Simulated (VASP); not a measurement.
# BaMgSbF (P4/nmm) in VASP: further runs

Runs on BaMgSbF. Level: PBEsol. Tasks: relaxation of cell and atoms, single point.

Program: VASP 6.6.1. These are calculated values, not measurements. Logs are shortened: lines on timing, memory, paths and dates and some standing lists are left out, and cuts for length are marked.

### Step 1. The cell of the first run

The structure is tetragonal, space group P4/nmm (No. 129). The conventional cell has a = 4.613 Å, b = 4.613 Å, c = 9.964 Å, α = 90.00°, β = 90.00°, γ = 90.00°. Within 3.8 Å of Ba (site symmetry 4mm) lie 4 F at 2.70 Å and 4 Sb at 3.74 Å. Within 3.8 Å of Sb (site symmetry 4mm) lie 4 Mg at 2.90 Å and 4 Ba at 3.74 Å. Within 3.8 Å of Mg (site symmetry -4m2) lie 4 Sb at 2.90 Å and 4 Mg at 3.26 Å. F (site symmetry -4m2) has 4 Ba at 2.70 Å and 4 F at 3.26 Å within 3.6 Å.

### Step 2. Relaxation of cell and atoms, PBEsol

The input, INCAR:

```
ALGO = Normal ; EDIFF = 1E-6
EDIFFG = -0.005 ; ENCUT = 600
GGA = PS ; IBRION = 2
ISIF = 3 ; ISMEAR = 0
LASPH = True ; LCHARG = False
LREAL = False ; LWAVE = False
NELM = 60 ; NSW = 70
PREC = Accurate ; SIGMA = 0.02
```

The input, KPOINTS:

```
k-points
0
Gamma
  6 6 4
```

The input, POSCAR:

```
BaMgSbF
1.0
    4.6133502368      0.0000000000      0.0000000000
    0.0000000000      4.6133502368      0.0000000000
    0.0000000000      0.0000000000      9.9636604083
Ba Sb Mg F
2 2 2 2
Direct
    0.5000000000      0.0000000000      0.1403855618
    0.0000000000      0.5000000000      0.8596144382
    0.5000000000      0.0000000000      0.6760309134
    0.0000000000      0.5000000000      0.3239690866
    0.5000000000      0.5000000000      0.5000000000
    0.0000000000      0.0000000000      0.5000000000
    0.5000000000      0.5000000000      0.0000000000
    0.0000000000      0.0000000000      0.0000000000
```

Potentials or basis: VASP PAW PBE potentials, release 64 (Ba_sv, Sb, Mg, F).

The run is started by

```bash
$ cat potpaw_PBE.64/Ba_sv/POTCAR potpaw_PBE.64/Sb/POTCAR potpaw_PBE.64/Mg/POTCAR potpaw_PBE.64/F/POTCAR > POTCAR
$ mpirun -np 1 vasp_std > vasp.out
```

OUTCAR:

```text
EDIFF = 1E-6
   EDIFFG = -0.005
   ENCUT = 600
   GGA = PS
   IBRION = 2
   ISIF = 3
   ISMEAR = 0
   LASPH = True
   LREAL = False
   NELM = 60
   NSW = 70
   PREC = Accurate

 ion  position               nearest neighbor table
   1  0.500  0.000  0.140-   7 2.70   8 2.70   7 2.70   8 2.70   4 3.74   4 3.74   4 3.74   4 3.74
                             2 4.30   2 4.30   2 4.30   2 4.30
   2  0.000  0.500  0.860-   7 2.70   8 2.70   8 2.70   7 2.70   3 3.74   3 3.74   3 3.74   3 3.74
                             1 4.30   1 4.30   1 4.30   1 4.30
   3  0.500  0.000  0.676-   5 2.90   6 2.90   5 2.90   6 2.90   2 3.74   2 3.74   2 3.74   2 3.74

   4  0.000  0.500  0.324-   5 2.90   6 2.90   6 2.90   5 2.90   1 3.74   1 3.74   1 3.74   1 3.74

   5  0.500  0.500  0.500-   3 2.90   4 2.90   3 2.90   4 2.90   6 3.26   6 3.26   6 3.26   6 3.26

   6  0.000  0.000  0.500-   3 2.90   4 2.90   4 2.90   3 2.90   5 3.26   5 3.26   5 3.26   5 3.26

   7  0.500  0.500  0.000-   1 2.70   2 2.70   1 2.70   2 2.70
   8  0.000  0.000  0.000-   1 2.70   2 2.70   2 2.70   1 2.70

  LATTYP: Found a simple tetragonal cell.
 ALAT       =     4.6133502368
 C/A-ratio  =     2.1597450653

  Lattice vectors:

 A1 = (   4.6133502368,   0.0000000000,   0.0000000000)
 A2 = (   0.0000000000,   4.6133502368,   0.0000000000)
 A3 = (   0.0000000000,   0.0000000000,   9.9636604083)

Analysis of symmetry for initial positions (statically):
=====================================================================
 Subroutine PRICEL returns:
 Original cell was already a primitive cell.

 Routine SETGRP: Setting up the symmetry group for a
 simple tetragonal supercell.

 Subroutine GETGRP returns: Found 16 space group operations
 (whereof  8 operations were pure point group operations)
 out of a pool of 16 trial point group operations.

The static configuration has the point symmetry D_2d.
 The point group associated with its full space group is D_4h.

Analysis of symmetry for dynamics (positions and initial velocities):
=====================================================================
 Subroutine PRICEL returns:
 Original cell was already a primitive cell.

 Routine SETGRP: Setting up the symmetry group for a
 simple tetragonal supercell.

 Subroutine GETGRP returns: Found 16 space group operations
 (whereof  8 operations were pure point group operations)
 out of a pool of 16 trial point group operations.

The dynamic configuration has the point symmetry D_2d.
 The point group associated with its full space group is D_4h.

 Subroutine INISYM returns: Found 16 space group operations
 (whereof  8 operations are pure point group operations),
 and found     1 'primitive' translations

----------------------------------------------------------------------------------------

                                     Primitive cell

  volume of cell :     212.0566

  direct lattice vectors                    reciprocal lattice vectors
     4.613350237  0.000000000  0.000000000     0.216762212  0.000000000  0.000000000
     0.000000000  4.613350237  0.000000000     0.000000000  0.216762212  0.000000000
     0.000000000  0.000000000  9.963660408     0.000000000  0.000000000  0.100364721

  length of vectors
     4.613350237  4.613350237  9.963660408     0.216762212  0.216762212  0.100364721

  position of ions in fractional coordinates (direct lattice)
     0.500000000  0.000000000  0.140385562
     0.000000000  0.500000000  0.859614438
     0.500000000  0.000000000  0.676030913
     0.000000000  0.500000000  0.323969087
     0.500000000  0.500000000  0.500000000
     0.000000000  0.000000000  0.500000000
     0.500000000  0.500000000  0.000000000
     0.000000000  0.000000000  0.000000000

  ion indices of the primitive-cell ions
   primitive index   ion index
                 1           1
                 2           2
                 3           3
                 4           4
                 5           5
                 6           6
                 7           7
                 8           8

----------------------------------------------------------------------------------------

 KPOINTS: k-points

Automatic generation of k-mesh.
 Grid dimensions read from file:
 generate k-points for:    6    6    4

 Generating k-lattice:

  Cartesian coordinates                     Fractional coordinates (reciprocal lattice)
     0.036127035  0.000000000  0.000000000     0.166666667  0.000000000  0.000000000
     0.000000000  0.036127035  0.000000000     0.000000000  0.166666667  0.000000000
     0.000000000  0.000000000  0.025091180     0.000000000  0.000000000  0.250000000

  Length of vectors
     0.036127035  0.036127035  0.025091180

  Shift w.r.t. Gamma in fractional coordinates (k-lattice)
     0.000000000  0.000000000  0.000000000

 Subroutine IBZKPT returns following result:
 ===========================================

 Found     30 irreducible k-points:

 Following reciprocal coordinates:
            Coordinates               Weight
  0.000000  0.000000  0.000000      1.000000
  0.166667  0.000000  0.000000      4.000000
  0.333333  0.000000  0.000000      4.000000
  0.500000  0.000000  0.000000      2.000000
  0.166667  0.166667  0.000000      4.000000
  0.333333  0.166667  0.000000      8.000000
[... 16 lines left out ...]
  0.333333  0.000000  0.500000      4.000000
  0.500000  0.000000  0.500000      2.000000
 [... further k-points ...]
   k-points           NKPTS =     30   k-points in BZ     NKDIM =     30   number of bands    NBANDS=     29
   number of dos      NEDOS =    301   number of ions     NIONS =      8
   total plane-waves  NPLWV = 128000
   dimension x,y,z NGX =    40 NGY =   40 NGZ =   80
   dimension x,y,z NGXF=    80 NGYF=   80 NGZF=  160
   ions per type =               2   2   2   2
   NGX,Y,Z   is equivalent  to a cutoff of  14.41, 14.41, 13.35 a.u.
   NGXF,Y,Z  is equivalent  to a cutoff of  28.83, 28.83, 26.70 a.u.
 SYSTEM =  unknown system
   PREC   = accura    normal or accurate (medium, high low for compatibility)
   ISTART =      0    job   : 0-new  1-cont  2-samecut
   ICHARG =      2    charge: 1-file 2-atom 10-const
   ISPIN  =      1    spin polarized calculation?
   LNONCOLLINEAR =      F non collinear calculations
   LSORBIT =      F    spin-orbit coupling
   LASPH  =      T    aspherical Exc in radial PAW
   ENCUT  =  600.0 eV  44.10 Ry    6.64 a.u.   9.21  9.21 19.90*2*pi/ulx,y,z
   NELM   =     60;   NELMIN=  2; NELMDL= -5     # of ELM steps
   EDIFF  = 0.1E-05   stopping-criterion for ELM
   LREAL  =      F    real-space projection
   EDIFFG = -.5E-02   stopping-criterion for IOM
   NSW    =     70    number of steps for IOM
   IBRION =      2    ionic relax: 0-MD 1-quasi-New 2-CG
   NFREE  =      1    steps in history (QN), initial steepest desc. (CG)
   ISIF   =      3    stress and relaxation
   ISYM   =      2    0-nonsym 1-usesym 2-fastsym
   POTIM  = 0.5000    time-step for ionic-motion
   TEBEG  =    0.0;   TEEND  =   0.0 temperature during run
   PSTRESS=    0.0 pullay stress
   NELECT =      48.0000    total number of electrons
   NUPDOWN=      -1.0000    fix difference up-down
   EMIN   =  10.00;   EMAX   =-10.00  energy-range for DOS
   EFERMI =   0.00;   METHOD = LEGACY
   ISMEAR =     0;   SIGMA  =   0.02  broadening in eV -4-tet -1-fermi 0-gaus
   EFERMI_NEDOS =   21; number of points for ismear=-14 and -15
   IALGO  =     38    algorithm
   IMIX   =      4    mixing-type and parameters
     AMIX     =   0.40;   BMIX     =  1.00
     AMIX_MAG =   1.60;   BMIX_MAG =  1.00
  volume/ion in A,a.u.               =      26.51       178.88
  Fermi-wavevector in a.u.,A,eV,Ry     =   0.997711  1.885400 13.543603  0.995427
  Thomas-Fermi vector in A             =   2.129885
   LORBIT       =      0    0 simple, 1 ext, 2 COOP (PROOUT), +10 PAW based schemes
   GGA     = PS    functional components
   LHFCALC =     F    Hartree Fock is set to
   AEXX    =    0.0000 exact exchange contribution
   IVDW    =     0    specifies the selected vdW correction
   LEPSILON=     F    determine dielectric tensor
   LRPA    =     F    only Hartree local field effects (RPA)
 conjugate gradient relaxation of ions
 non-spin polarized calculation
 Gauss-broadening in eV      SIGMA  =   0.02
  energy-cutoff  :      600.00
  volume of cell :      212.06
 maximum number of plane-waves:      7120
 NGX is ok and might be reduce to    40
   NGX = 19   NGY = 19   NGZ = 39

--------------------------------------- Ionic step        1  -------------------------------------------

 number of electron      48.0000000 magnetization

 Free energy of the ion-electron system (eV)
  ---------------------------------------------------
  ext. energy  EPLUGINS =         0.00000000
  ---------------------------------------------------
  free energy    TOTEN  =       -36.38144954 eV

  energy without entropy =      -36.38144954  energy(sigma->0) =      -36.38144954

------------------------ aborting loop because EDIFF is reached ----------------------------------------

  FORCE on cell =-STRESS in cart. coord.  units (eV):
  Direction    XX          YY          ZZ          XY          YZ          ZX
  --------------------------------------------------------------------------------------
  -------------------------------------------------------------------------------------
  Total       -2.0178539     -2.0178539     -1.9668102      0.0000000      0.0000000      0.0000000
  in kB      -15.2457408    -15.2457408    -14.8600842      0.0000000      0.0000000      0.0000000
  external PRESSURE =     -15.1171886 kB  Pullay stress =       0.0000000 kB
[... 237 lines left out ...]
  energy  without entropy=      -36.4199237837  energy(sigma->0) =      -36.41992378

--------------------------------------- Ionic step        7  -------------------------------------------

 number of electron      47.9999993 magnetization

 E-fermi :   3.5543     XC(G=0):  -9.1295

 val. band max:        3.3747731774   @ k =   0.0000   0.0000   0.0000
 cond. band min:       4.5139191604   @ k =   0.0000   0.0000   0.0000
 fundamental gap:      1.1391459830
 Fermi energy:         3.5542553237

 k-point     1 :       0.0000    0.0000    0.0000
  band No.  band energies     occupation
      1     -24.1816      2.00000
      2     -24.0118      2.00000
      3     -19.9909      2.00000
      4     -19.9774      2.00000
      5      -9.4208      2.00000
      6      -9.4208      2.00000
[... 757 lines left out ...]
     28       6.1416      0.00000
     29       6.8572      0.00000

 [... further k-points ...]

------------------------ aborting loop because EDIFF is reached ----------------------------------------

  FORCE on cell =-STRESS in cart. coord.  units (eV):
  Direction    XX          YY          ZZ          XY          YZ          ZX
  --------------------------------------------------------------------------------------
  -------------------------------------------------------------------------------------
  Total       -0.0720287     -0.0720287     -0.0561870      0.0000000      0.0000000      0.0000000
  in kB       -0.5651720     -0.5651720     -0.4408703      0.0000000      0.0000000      0.0000000
  external PRESSURE =      -0.5237381 kB  Pullay stress =       0.0000000 kB
[... 69 lines left out ...]
  energy  without entropy=      -36.4201237547  energy(sigma->0) =      -36.42012375

--------------------------------------- Ionic step        9  -------------------------------------------

 number of electron      47.9999993 magnetization

 Free energy of the ion-electron system (eV)
  ---------------------------------------------------
  ext. energy  EPLUGINS =         0.00000000
  ---------------------------------------------------
  free energy    TOTEN  =       -36.42020416 eV

  energy without entropy =      -36.42020416  energy(sigma->0) =      -36.42020416

 E-fermi :   3.5528     XC(G=0):  -9.1341

 val. band max:        3.3821997685   @ k =   0.0000   0.0000   0.0000
 cond. band min:       4.5201989206   @ k =   0.0000   0.0000   0.0000
 fundamental gap:      1.1379991521
 Fermi energy:         3.5528087864

 k-point     1 :       0.0000    0.0000    0.0000
  band No.  band energies     occupation
      1     -24.1735      2.00000
      2     -24.0019      2.00000
      3     -19.9912      2.00000
      4     -19.9761      2.00000
      5      -9.4138      2.00000
      6      -9.4138      2.00000
[... 757 lines left out ...]
     28       6.1520      0.00000
     29       6.8659      0.00000

 [... further k-points ...]

------------------------ aborting loop because EDIFF is reached ----------------------------------------

  FORCE on cell =-STRESS in cart. coord.  units (eV):
  Direction    XX          YY          ZZ          XY          YZ          ZX
  --------------------------------------------------------------------------------------
  -------------------------------------------------------------------------------------
  Total       -0.0006918     -0.0006918      0.0214003      0.0000000      0.0000000      0.0000000
  in kB       -0.0054341     -0.0054341      0.1680955      0.0000000      0.0000000      0.0000000
  external PRESSURE =       0.0524091 kB  Pullay stress =       0.0000000 kB
[... 23 lines left out ...]
  FREE ENERGIE OF THE ION-ELECTRON SYSTEM (eV)
  ---------------------------------------------------
  free  energy   TOTEN  =       -36.4202041579 eV

  energy  without entropy=      -36.4202041579  energy(sigma->0) =      -36.42020416

 reached required accuracy - stopping structural energy minimisation
```

Run time: 21 min. Hardware: 1 thread of Intel Xeon 8259CL, shared host; peak memory 0.55 GiB.

What came out:

```yaml
Free_energy: -36.4202 eV
Relaxed_volume: 25.50 Å³/atom
Relaxed_cell: a = 4.574 Å, b = 4.574 Å, c = 9.748 Å, α = 90.00°, β = 90.00°, γ = 90.00°
Space_group_after_relaxing_to_0.1_Å: P4/nmm (No. 129)
Energy_gained_by_relaxing: 4.8 meV/atom
Ionic_steps: 9
Pressure_after_relaxing: 0.0 GPa
Largest_force_after_relaxing: 0.004 eV/Å
Band_gap_on_the_k_mesh: 1.14 eV
```

Forces in eV/Å, atoms in the order of the input:
```
Ba   0.000  0.000 -0.003
Ba   0.000  0.000  0.003
Sb   0.000  0.000  0.004
Sb   0.000  0.000 -0.004
Mg   0.000  0.000  0.000
Mg   0.000  0.000  0.000
F    0.000  0.000  0.000
F    0.000  0.000  0.000
```

Step by step:
```tsv
step	energy change (eV)	largest force (eV/Å)	pressure (GPa)	volume (Å³)
1	0.0000	0.0690	-1.51	212.06
2	-0.0328	0.1512	0.17	204.47
3	-0.0333	0.1350	-0.01	205.24
4	-0.0354	0.0996	-0.01	204.92
5	-0.0382	0.0315	0.02	203.98
6	-0.0385	0.0249	-0.01	204.05
7	-0.0387	0.0121	-0.05	204.19
8	-0.0387	0.0119	0.07	203.69
9	-0.0388	0.0043	0.01	203.97
```

Final structure:
```
Ba Sb Mg F
1.0
     4.57445    0.00000    0.00000
     0.00000    4.57445    0.00000
     0.00000    0.00000    9.74756
Ba Sb Mg F
2 2 2 2
Direct
  0.50000 0.00000 0.14056
  0.00000 0.50000 0.85944
  0.50000 0.00000 0.67883
  0.00000 0.50000 0.32117
  0.50000 0.50000 0.50000
  0.00000 0.00000 0.50000
  0.50000 0.50000 0.00000
  0.00000 0.00000 0.00000
```

Levels at points of the mesh, in eV from the valence-band top:
```csv
k point,band 20,band 21,band 22,band 23,band 24,band 25,band 26,band 27,band 28,band 29
"(0.00, 0.00, 0.00)",-1.15,-1.15,-0.55,0.00,0.00,1.14,1.57,2.26,2.85,4.06
"(0.50, 0.00, 0.00)",-3.29,-1.00,-1.00,-0.44,-0.44,2.47,2.47,2.60,2.60,3.38
"(0.50, 0.50, 0.00)",-3.33,-1.85,-1.85,-1.67,-1.67,1.53,1.53,2.79,2.79,5.11
"(0.00, 0.00, 0.50)",-1.14,-1.14,-0.97,-0.01,-0.01,1.42,1.83,2.26,3.08,3.33
"(0.50, 0.00, 0.50)",-3.34,-0.89,-0.89,-0.43,-0.43,2.60,2.60,2.77,2.77,3.48
"(0.50, 0.50, 0.50)",-3.33,-1.85,-1.85,-1.70,-1.70,1.93,1.93,2.80,2.80,4.13
```

Caveat: the PAW data sets were made with another functional, which shifts forces and pressure a little; spin-orbit coupling is left out, which moves the levels of the heavy elements. A k mesh can miss the band edges.

(Continued in part 2 of 2.)
